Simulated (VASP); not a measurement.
A run of VASP 6.6.1 is set up as follows.

File INCAR:

```
ALGO = Normal ; EDIFF = 1E-6
EDIFFG = -0.01 ; ENCUT = 520
GGA = CA ; IBRION = 2
ISIF = 2 ; ISMEAR = 0
LASPH = T ; LCHARG = F
LREAL = F ; LWAVE = F
NELM = 60 ; NSW = 50
PREC = Accurate ; SIGMA = 0.05
```

The input KPOINTS:

```
k-points
0
Gamma
  12 12 4
```

Contents of POSCAR:

```
BN
1.0
    2.3970292072      0.0000000000      0.0000000000
   -1.1985146036      2.1549757989      0.0000000000
    0.0000000000      0.0000000000      6.2568950294
B N
2 2
Direct
    0.3333333333      0.6666666667      0.2500000000
    0.6666666667      0.3333333333      0.7500000000
    0.3333333333      0.6666666667      0.7500000000
    0.6666666667      0.3333333333      0.2500000000
```

Potentials or basis: VASP PAW LDA potentials, release 64 (B, N).

Run with:

```sh
$ cat potpaw_LDA.64/B/POTCAR potpaw_LDA.64/N/POTCAR > POTCAR
$ mpirun -np 1 vasp_std > vasp.out
```

(1) Predict the band gap on the k mesh.

(2) Estimate the energy gained by relaxing.

Results:

(1) 3.76 eV (least direct gap 4.38 eV).

(2) 2.2 meV/atom.

Caveat: the cell differs from its parent crystal (normal strain along x -0.0367, normal strain along z -0.0367).
